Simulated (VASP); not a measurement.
# BAs (I-4m2) in VASP: further runs

The runs below take BAs through single point, with PBE.

Everything below comes from runs of VASP 6.6.1. Logs are shortened: lines on timing, memory, paths and dates and some standing lists are left out, and cuts for length are marked.

### 1 The cell of the first run

It takes space group I-4m2 (No. 119, tetragonal). The conventional cell has a = 3.378 Å, b = 3.378 Å, c = 4.395 Å, α = 90.00°, β = 90.00°, γ = 90.00°. B (site symmetry -4m2) has 4 As at 2.01 Å within 2.7 Å. As (site symmetry -4m2) has 4 B at 2.01 Å within 2.7 Å.

### 2 Single point, PBE (strain +0.000 along x and y, -0.080 along z)

File INCAR:

```
  ALGO = Normal
  EDIFF = 1E-6
  ENCUT = 520
  GGA = PE
  ISIF = 2
  ISMEAR = 0
  LASPH = True
  LCHARG = False
  LREAL = False
  LWAVE = False
  NBANDS = 11
  NELM = 100
  PREC = Accurate
  SIGMA = 0.05
```

File KPOINTS:

```
k-points
0
Gamma
  10 10 10
```

File POSCAR:

```
BAs
1.0
    0.0000000000      2.3885000000      2.1974200000
    2.3885000000      0.0000000000      2.1974200000
    2.3885000000      2.3885000000      0.0000000000
B As
1 1
Direct
    0.0000000000      0.0000000000      0.0000000000
    0.7500000000      0.7500000000      0.7500000000
```

Potentials or basis: VASP PAW PBE potentials, release 64 (B, As).

On the command line:

```sh
cat potpaw_PBE.64/B/POTCAR potpaw_PBE.64/As/POTCAR > POTCAR
mpirun -np 1 vasp_std > vasp.out
```

OUTCAR:

```text
EDIFF = 1E-6
   ENCUT = 520
   GGA = PE
   ISIF = 2
   ISMEAR = 0
   LASPH = True
   LREAL = False
   NELM = 100
   PREC = Accurate

 ion  position               nearest neighbor table
   1  0.000  0.000  0.000-   2 2.01   2 2.01   2 2.01   2 2.01
   2  0.750  0.750  0.750-   1 2.01   1 2.01   1 2.01   1 2.01

  LATTYP: Found a body centered tetragonal cell.
 ALAT       =     3.3778490937
 C/A-ratio  =     1.3010764774

  Lattice vectors:

 A1 = (   0.0000000000,  -2.3885000000,  -2.1974200000)
 A2 = (   0.0000000000,   2.3885000000,  -2.1974200000)
 A3 = (   2.3885000000,   0.0000000000,   2.1974200000)

Analysis of symmetry for initial positions (statically):
=====================================================================
 Subroutine PRICEL returns:
 Original cell was already a primitive cell.

 Routine SETGRP: Setting up the symmetry group for a
 body centered tetragonal supercell.

 Subroutine GETGRP returns: Found  8 space group operations
 (whereof  8 operations were pure point group operations)
 out of a pool of 16 trial point group operations.

The static configuration has the point symmetry D_2d.

Analysis of symmetry for dynamics (positions and initial velocities):
=====================================================================
 Subroutine PRICEL returns:
 Original cell was already a primitive cell.

 Routine SETGRP: Setting up the symmetry group for a
 body centered tetragonal supercell.

 Subroutine GETGRP returns: Found  8 space group operations
 (whereof  8 operations were pure point group operations)
 out of a pool of 16 trial point group operations.

The dynamic configuration has the point symmetry D_2d.

 Subroutine INISYM returns: Found  8 space group operations
 (whereof  8 operations are pure point group operations),
 and found     1 'primitive' translations

----------------------------------------------------------------------------------------

                                     Primitive cell

  volume of cell :      25.0723

  direct lattice vectors                    reciprocal lattice vectors
     0.000000000  2.388500000  2.197420000    -0.209336404  0.209336404  0.227539569
     2.388500000  0.000000000  2.197420000     0.209336404 -0.209336404  0.227539569
     2.388500000  2.388500000  0.000000000     0.209336404  0.209336404 -0.227539569

  length of vectors
     3.245548784  3.245548784  3.377849094     0.373386817  0.373386817  0.373386817

  position of ions in fractional coordinates (direct lattice)
[... 87 lines left out ...]
   POTIM  = 0.5000    time-step for ionic-motion
   TEBEG  =    0.0;   TEEND  =   0.0 temperature during run
   PSTRESS=    0.0 pullay stress
   NELECT =       8.0000    total number of electrons
   NUPDOWN=      -1.0000    fix difference up-down
   EMIN   =  10.00;   EMAX   =-10.00  energy-range for DOS
   EFERMI =   0.00;   METHOD = LEGACY
   ISMEAR =     0;   SIGMA  =   0.05  broadening in eV -4-tet -1-fermi 0-gaus
   EFERMI_NEDOS =   21; number of points for ismear=-14 and -15
   IALGO  =     38    algorithm
   IMIX   =      4    mixing-type and parameters
     AMIX     =   0.40;   BMIX     =  1.00
     AMIX_MAG =   1.60;   BMIX_MAG =  1.00
  volume/ion in A,a.u.               =      12.54        84.60
  Fermi-wavevector in a.u.,A,eV,Ry     =   1.118683  2.114004 17.027028  1.251451
  Thomas-Fermi vector in A             =   2.255316
   LORBIT       =      0    0 simple, 1 ext, 2 COOP (PROOUT), +10 PAW based schemes
   GGA     = PE    functional components
   LHFCALC =     F    Hartree Fock is set to
   AEXX    =    0.0000 exact exchange contribution
   IVDW    =     0    specifies the selected vdW correction
   LEPSILON=     F    determine dielectric tensor
   LRPA    =     F    only Hartree local field effects (RPA)
 non-spin polarized calculation
 Gauss-broadening in eV      SIGMA  =   0.05
  energy-cutoff  :      520.00
  volume of cell :       25.07
 maximum number of plane-waves:       708
   NGX = 13   NGY = 13   NGZ = 13

 number of electron       7.9999999 magnetization

 Free energy of the ion-electron system (eV)
  ---------------------------------------------------
  ext. energy  EPLUGINS =         0.00000000
  ---------------------------------------------------
  free energy    TOTEN  =       -11.19595766 eV

  energy without entropy =      -11.19590124  energy(sigma->0) =      -11.19592945

 E-fermi :   7.4126     XC(G=0): -10.9584

 val. band max:        7.0885622390   @ k =   0.1000  -0.0000   0.0000
 cond. band min:       7.4126151854   @ k =   0.4000   0.4000   0.0000
 fundamental gap:      0.3240529464
 Fermi energy:         7.4126151808

 k-point     1 :       0.0000    0.0000    0.0000
  band No.  band energies     occupation
      1      -9.1043      2.00000
      2       6.8262      2.00000
      3       6.8262      2.00000
      4       7.5959      0.00000
      5      10.1518      0.00000
      6      10.7028      0.00000
      7      10.7028      0.00000
      8      12.7896      0.00000
      9      17.1291      0.00000
     10      19.2031      0.00000
     11      20.8613      0.00000
[... 309 lines left out ...]
 k-point    24 :       0.4000    0.3000    0.0000
  band No.  band energies     occupation
      1      -5.9360      2.00000
      2       0.7130      2.00000
      3       2.6352      2.00000
      4       2.7964      2.00000
      5       7.9955      0.00000
      6      10.0836      0.00000
      7      16.5295      0.00000
      8      16.5318      0.00000
      9      20.4142      0.00000
     10      23.0478      0.00000
     11      24.3832      0.00000

 [... further k-points ...]

------------------------ aborting loop because EDIFF is reached ----------------------------------------

  FORCE on cell =-STRESS in cart. coord.  units (eV):
  Direction    XX          YY          ZZ          XY          YZ          ZX
  --------------------------------------------------------------------------------------
  -------------------------------------------------------------------------------------
  Total        1.9421605      1.9421605      4.3724237      0.0000000      0.0000000      0.0000000
  in kB      124.1086735    124.1086735    279.4082740      0.0000000      0.0000000      0.0000000
  external PRESSURE =     175.8752070 kB  Pullay stress =       0.0000000 kB

 VOLUME and BASIS-vectors are now :
 -----------------------------------------------------------------------------
  energy-cutoff  :      520.00
  volume of cell :       25.07
      direct lattice vectors                 reciprocal lattice vectors
     0.000000000  2.388500000  2.197420000    -0.209336404  0.209336404  0.227539569
     2.388500000  0.000000000  2.197420000     0.209336404 -0.209336404  0.227539569
     2.388500000  2.388500000  0.000000000     0.209336404  0.209336404 -0.227539569

 POSITION                                       TOTAL-FORCE (eV/Angst)
 -----------------------------------------------------------------------------------
      0.00000      0.00000      0.00000         0.000000      0.000000      0.000000
      3.58275      3.58275      3.29613        -0.000000     -0.000000     -0.000000
 -----------------------------------------------------------------------------------
    total drift:                                0.000000      0.000000     -0.000000

  FREE ENERGIE OF THE ION-ELECTRON SYSTEM (eV)
  ---------------------------------------------------
  free  energy   TOTEN  =       -11.1959576606 eV

  energy  without entropy=      -11.1959012416  energy(sigma->0) =      -11.19592945
```

OSZICAR:

```text
N       E                     dE             d eps       ncg     rms          rms(c)
DAV:   1     0.119502886737E+02    0.11950E+02   -0.38596E+03  2252   0.648E+02
DAV:   2    -0.113188116216E+02   -0.23269E+02   -0.22378E+02  3064   0.107E+02
DAV:   3    -0.119975706314E+02   -0.67876E+00   -0.67689E+00  2771   0.164E+01
DAV:   4    -0.119992748213E+02   -0.17042E-02   -0.17041E-02  2471   0.926E-01
DAV:   5    -0.119992770378E+02   -0.22165E-05   -0.22165E-05  2753   0.363E-02    0.553E+00
DAV:   6    -0.112833902468E+02    0.71589E+00   -0.18354E+00  2388   0.576E+00    0.268E+00
DAV:   7    -0.112035768470E+02    0.79813E-01   -0.25666E-01  2677   0.247E+00    0.106E+00
DAV:   8    -0.111955285906E+02    0.80483E-02   -0.21654E-02  2526   0.852E-01    0.110E-01
DAV:   9    -0.111958181168E+02   -0.28953E-03   -0.73865E-04  2628   0.165E-01    0.669E-02
DAV:  10    -0.111959534516E+02   -0.13533E-03   -0.17354E-04  2465   0.816E-02    0.130E-02
DAV:  11    -0.111959579280E+02   -0.44764E-05   -0.40492E-06  2777   0.140E-02    0.120E-02
DAV:  12    -0.111959576606E+02    0.26737E-06   -0.22008E-06  2421   0.814E-03
   1 F= -.11195958E+02 E0= -.11195929E+02  d E =-.564190E-04
```

Wall time 33 s (1 thread of Intel Xeon 8259CL, shared host); peak memory 0.16 GiB.

What came out:

```yaml
Free_energy: -11.1960 eV
Pressure: 17.6 GPa
Band_gap_on_the_k_mesh: zero (band 4 reaches 7.60 eV, above the bottom of band 5 at 7.41 eV)
```

Caveat: the cell differs from its parent crystal (strain +0.000 along x and y, -0.080 along z).

### 3 Single point, PBE (strain +0.000 along x and y, -0.040 along z)

File INCAR:

```
SYSTEM = BAs
PREC = Accurate
ENCUT = 520
EDIFF = 1E-6
ISMEAR = 0
SIGMA = 0.05
LREAL = .FALSE.
LASPH = .TRUE.
NELM = 80
ALGO = Normal
ISIF = 2
LWAVE = .FALSE.
LCHARG = .FALSE.
GGA = PE
NBANDS = 11
```

File KPOINTS:

```
Automatic mesh
0
G
  10 10 10
  0 0 0
```

File POSCAR:

```
BAs
1.0
    0.0000000000      2.3885000000      2.2929600000
    2.3885000000      0.0000000000      2.2929600000
    2.3885000000      2.3885000000      0.0000000000
B As
1 1
Direct
    0.0000000000      0.0000000000      0.0000000000
    0.7500000000      0.7500000000      0.7500000000
```

Potentials or basis: VASP PAW PBE potentials, release 64 (B, As).

On the command line:

```sh
cat potpaw_PBE.64/B/POTCAR potpaw_PBE.64/As/POTCAR > POTCAR
mpirun -np 1 vasp_std > vasp.out
```

It took 53 s on 1 thread of Intel Xeon 8259CL, shared host; peak memory 0.17 GiB.

It converged, with:

- Free energy: -11.3431 eV
- Pressure: 9.9 GPa
- Band gap on the k mesh: 0.51 eV, indirect (least direct gap 2.90 eV)

Stress tensor (GPa, compression positive):
```
 7.15  0.00  0.00
 0.00  7.15  0.00
 0.00  0.00 15.29
```

Levels at points of the mesh, in eV from the valence-band top:
```csv
k point,band 2,band 3,band 4,band 5,band 6,band 7
"(0.00, 0.00, 0.00)",-0.39,-0.39,0.00,2.90,3.17,3.17
"(0.50, 0.00, 0.00)",-9.35,-2.39,-1.91,2.58,4.39,4.86
"(0.50, 0.50, 0.00)",-8.78,-4.77,-4.77,0.79,0.80,11.51
"(0.50, 0.00, 0.50)",-9.13,-4.40,-4.33,1.28,1.33,11.12
```

Caveat: the cell differs from its parent crystal (strain +0.000 along x and y, -0.040 along z). A k mesh can miss the band edges.

### 4 Single point, PBE (strain -0.040 along x and y, +0.040 along z)

File INCAR:

```
SYSTEM = BAs
PREC = Accurate
ENCUT = 520
EDIFF = 1E-6
ISMEAR = 0
SIGMA = 0.05
LREAL = .False.
LASPH = .True.
NELM = 100
ALGO = Normal
ISIF = 2
LWAVE = .False.
LCHARG = .False.
GGA = PE
NBANDS = 11
```

File KPOINTS:

```
regular mesh
0
Gamma
  10 10 10
  0 0 0
```

File POSCAR:

```
BAs
1.0
    0.0000000000      2.2929600000      2.4840400000
    2.2929600000      0.0000000000      2.4840400000
    2.2929600000      2.2929600000      0.0000000000
B As
1 1
Direct
    0.0000000000      0.0000000000      0.0000000000
    0.7500000000      0.7500000000      0.7500000000
```

On the command line:

```sh
cat potpaw_PBE.64/B/POTCAR potpaw_PBE.64/As/POTCAR > POTCAR
mpirun -np 1 vasp_std > vasp.out
```

Wall time 43 s (1 thread of Intel Xeon 8259CL, shared host); peak memory 0.17 GiB.

The run converged. Its results:

```yaml
Free_energy: -11.2784 eV
Pressure: 10.1 GPa
Band_gap_on_the_k_mesh: 0.51 eV, indirect (least direct gap 2.91 eV)
```

Stress tensor (GPa, compression positive):
```
16.51  0.00  0.00
 0.00 16.51  0.00
 0.00  0.00 -2.71
```

Levels at points of the mesh, in eV from the valence-band top:
```
           k point  band 2  band 3  band 4  band 5  band 6  band 7
(0.00, 0.00, 0.00)   -0.87    0.00    0.00    2.91    2.91    3.42
(0.50, 0.00, 0.00)   -9.39   -2.70   -1.65    2.22    4.65    4.90
(0.50, 0.50, 0.00)   -9.49   -4.00   -4.00    1.72    1.84   11.40
(0.50, 0.00, 0.50)   -8.83   -4.86   -4.70    0.77    0.80   10.63
```

Caveat: the cell differs from its parent crystal (strain -0.040 along x and y, +0.040 along z). A k mesh can miss the band edges.

### 5 Overview

```csv
cell,gap on the mesh (eV),pressure (GPa)
"a = 3.246, b = 3.246, c = 3.378 Å, angles 58.6, 58.6, 62.7°, 2 atoms",none,17.6
"a = 3.311, b = 3.311, c = 3.378 Å, angles 59.3, 59.3, 61.3°, 2 atoms",0.51,9.9
"a = 3.381, b = 3.381, c = 3.243 Å, angles 61.3, 61.3, 57.3°, 2 atoms",0.51,10.1
```

Alike in all rows: task single point; level PBE; potentials or basis VASP PAW PBE potentials, release 64 (B, As); no spin polarisation; k mesh 10 × 10 × 10; cutoff (eV) 520; smearing gaussian 0.05 eV.

Total energies depend on the potentials used, so only differences within one code and one set of settings carry meaning.
